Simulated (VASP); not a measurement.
# In2GaP3 in VASP: a series of runs, part 2 of 2

VASP 6.6.1. The steps go on from the part before.

## Step 4: Single point, PBE

This run uses another cell than the first one: it holds 12 atoms, not 6.

Contents of INCAR:

```
  PREC = Accurate
  ENCUT = 520
  EDIFF = 1E-7
  ISMEAR = 0
  SIGMA = 0.1
  LREAL = False
  LASPH = True
  NELM = 60
  ALGO = Normal
  ISIF = 2
  LWAVE = False
  LCHARG = True
  GGA = PE
  LELF = True
  LVHAR = True
  NBANDS = 66
```

Contents of KPOINTS:

```
Automatic mesh
0
Gamma
  4 2 4
```

Contents of POSCAR:

```
In2GaP3
1.0
    0.0054551414     -4.1185557384      0.0012477204
    8.2242923605     -0.0107082108     -0.0092503286
   -2.0695370660      2.0595405892      8.6836542065
In Ga P
4 2 6
Direct
    0.8377368848      0.4191166621      0.6749927258
    0.8373594568      0.9190898611      0.6749833613
    0.1627961504      0.0814084789      0.3251773716
    0.1628137493      0.5814064073      0.3251524992
    0.4999001785      0.2499816230      0.0000831170
    0.5000533891      0.7499526885      0.0000984977
    0.4255629591      0.4625097107      0.8510209593
    0.4252574260      0.9625205305      0.8510046959
    0.0742203203      0.2869878489      0.1488506645
    0.0743079372      0.7869875093      0.1488018269
    0.7499806304      0.1250377015      0.4999358978
    0.7500109183      0.6250009782      0.4998983830
```

Potentials or basis: VASP PAW PBE potentials, release 64 (In_d, Ga_d, P).

Started as:

```console
> cat potpaw_PBE.64/In_d/POTCAR potpaw_PBE.64/Ga_d/POTCAR potpaw_PBE.64/P/POTCAR > POTCAR
> mpirun -np 1 vasp_std > vasp.out
```

OUTCAR:

```text
PREC = Accurate
   ENCUT = 520
   EDIFF = 1E-7
   ISMEAR = 0
   LREAL = False
   LASPH = True
   NELM = 60
   ISIF = 2
   GGA = PE

 ion  position               nearest neighbor table
   1  0.838  0.419  0.675-  11 2.56  12 2.56   7 2.56   7 2.56
   2  0.837  0.919  0.675-  12 2.56  11 2.56   8 2.56   8 2.56
   3  0.163  0.081  0.325-  11 2.56  11 2.56  10 2.56   9 2.56
   4  0.163  0.581  0.325-  12 2.56  12 2.56   9 2.56  10 2.56
   5  0.500  0.250  0.000-   8 2.43   9 2.43   7 2.43   9 2.43
   6  0.500  0.750  0.000-   7 2.43  10 2.43  10 2.43   8 2.43
   7  0.426  0.463  0.851-   6 2.43   5 2.43   1 2.56   1 2.56
   8  0.425  0.963  0.851-   5 2.43   6 2.43   2 2.56   2 2.56
   9  0.074  0.287  0.149-   5 2.43   5 2.43   4 2.56   3 2.56
  10  0.074  0.787  0.149-   6 2.43   6 2.43   3 2.56   4 2.56
  11  0.750  0.125  0.500-   1 2.56   2 2.56   3 2.56   3 2.56
  12  0.750  0.625  0.500-   2 2.56   1 2.56   4 2.56   4 2.56

  LATTYP: Found a triclinic cell.
 ALAT       =    14.8197102303
 B/A-ratio  =     0.2779109359
[... 214 lines left out ...]
      5      -9.9277      2.00000
      6      -9.9262      2.00000
[... 1369 lines left out ...]
     65       9.0939      0.00000
     66       9.0957      0.00000

------------------------ aborting loop because EDIFF is reached ----------------------------------------

  FORCE on cell =-STRESS in cart. coord.  units (eV):
  Direction    XX          YY          ZZ          XY          YZ          ZX
  --------------------------------------------------------------------------------------
  -------------------------------------------------------------------------------------
  Total        0.2284136     -0.0371359      0.0647769      0.1225968      0.0473178      0.1908277
  in kB        1.2444352     -0.2023227      0.3529152      0.6679280      0.2577955      1.0396611
  external PRESSURE =       0.4650093 kB  Pullay stress =       0.0000000 kB

 VOLUME and BASIS-vectors are now :
 -----------------------------------------------------------------------------
  energy-cutoff  :      520.00
  volume of cell :      294.08
      direct lattice vectors                 reciprocal lattice vectors
     0.005455141 -4.118555738  0.001247720    -0.000251414 -0.242786468  0.057522819
     8.224292360 -0.010708211 -0.009250329     0.121623786  0.000169863  0.028945774
    -2.069537066  2.059540589  8.683654206     0.000129597  0.000035066  0.115181462

 POSITION                                       TOTAL-FORCE (eV/Angst)
 -----------------------------------------------------------------------------------
      2.05459     -2.06458      5.85857        -0.003035      0.001162      0.004130
      6.16653     -2.06840      5.85387        -0.002666     -0.001180      0.003571
     -0.00255     -0.00164      2.82318        -0.003069      0.002082     -0.001443
      4.10963     -0.00712      2.81834        -0.002095      0.001738     -0.001620
      2.05848     -2.06137     -0.00097        -0.003236     -0.000540     -0.002114
      6.17035     -2.06733     -0.00546         0.000071      0.001004     -0.005353
      2.04492     -0.00495      7.38622         0.003690     -0.000798      0.000192
      6.15718     -0.00907      7.38146         0.001665     -0.001184      0.001916
      2.05262     -0.00219      1.29001         0.006103     -0.000599     -0.001060
      6.16487     -0.00801      1.28496         0.005855     -0.001051      0.003728
     -0.00220     -2.06054      4.34105        -0.002852     -0.000809     -0.001788
      4.10972     -2.06609      4.33610        -0.000432      0.000174     -0.000160
 -----------------------------------------------------------------------------------
    total drift:                                0.000638      0.000077      0.000260

  FREE ENERGIE OF THE ION-ELECTRON SYSTEM (eV)
  ---------------------------------------------------
  free  energy   TOTEN  =       -51.3974649456 eV

  energy  without entropy=      -51.3974646688  energy(sigma->0) =      -51.39746481
```

OSZICAR:

```text
N       E                     dE             d eps       ncg     rms          rms(c)
DAV:   1     0.114006012929E+04    0.11401E+04   -0.47368E+04  2736   0.204E+03
DAV:   2     0.161206618244E+03   -0.97885E+03   -0.94804E+03  2672   0.577E+02
DAV:   3    -0.366001452840E+02   -0.19781E+03   -0.18956E+03  3030   0.230E+02
DAV:   4    -0.528693922366E+02   -0.16269E+02   -0.16024E+02  3292   0.624E+01
[... 13 lines left out ...]
DAV:  18    -0.513974662040E+02    0.25970E-05   -0.23392E-06  3582   0.113E-02    0.707E-02
DAV:  19    -0.513974660287E+02    0.17521E-06   -0.56211E-07  2552   0.338E-03    0.624E-02
DAV:  20    -0.513974653655E+02    0.66327E-06   -0.41467E-07  2460   0.358E-03    0.391E-02
DAV:  21    -0.513974650022E+02    0.36329E-06   -0.48457E-07  2824   0.429E-03    0.171E-02
DAV:  22    -0.513974649456E+02    0.56598E-07   -0.55266E-08  1740   0.143E-03
   1 F= -.51397465E+02 E0= -.51397465E+02  d E =-.276806E-06
```

stdout:

```text
POSCAR found type information on POSCAR InGaP
 POSCAR found :  3 types and      12 ions
 scaLAPACK will be used
 LDA part: xc-table for (Slater+PW92), standard interpolation
 POSCAR, INCAR and KPOINTS ok, starting setup
 FFT: planning ... GRIDC
 FFT: planning ... GRID_SOFT
 FFT: planning ... GRID
 WAVECAR not read
 entering main loop
```

It took 5.7 min on 1 thread of Intel Xeon 6975P-C (Granite Rapids), shared host; peak memory 0.55 GiB.

What came out:

```yaml
Free_energy: -51.3975 eV
Pressure: 0.0 GPa
Largest_force: 0.007 eV/Å
Band_gap_on_the_k_mesh: 0.62 eV
```

Forces in eV/Å, atoms in the order of the input:
```
In  -0.003  0.001  0.004
In  -0.003 -0.001  0.004
In  -0.003  0.002 -0.001
In  -0.002  0.002 -0.002
Ga  -0.003 -0.001 -0.002
Ga   0.000  0.001 -0.005
P    0.004 -0.001  0.000
P    0.002 -0.001  0.002
P    0.006 -0.001 -0.001
P    0.006 -0.001  0.004
P   -0.003 -0.001 -0.002
P    0.000  0.000  0.000
```

Caveat: spin-orbit coupling is left out, which moves the levels of the heavy elements.

## Step 5: Overview

```tsv
cell	k mesh	gap on the mesh (eV)	pressure (GPa)	largest force (eV/Å)
a = 9.226 Å, angles 154.3, 154.3, 36.6°, 6 atoms	6 × 6 × 6	0.62	0.0	-
a = 4.097, b = 8.195, c = 9.226 Å, angles 102.8, 102.8, 90.0°, 12 atoms	4 × 2 × 4	0.61	0.0	0.01
a = 4.119, b = 8.224, c = 9.161 Å, angles 103.1, 103.0, 89.8°, 12 atoms	4 × 2 × 4	0.62	0.0	0.01
```

Alike in all rows: task single point; level PBE; potentials or basis VASP PAW PBE potentials, release 64 (In_d, Ga_d, P); no spin polarisation; cutoff (eV) 520; smearing gaussian 0.1 eV.

Caveats: spin-orbit coupling is left out, which moves the levels of the heavy elements.

Absolute energies hang on the potentials; compare differences alone.
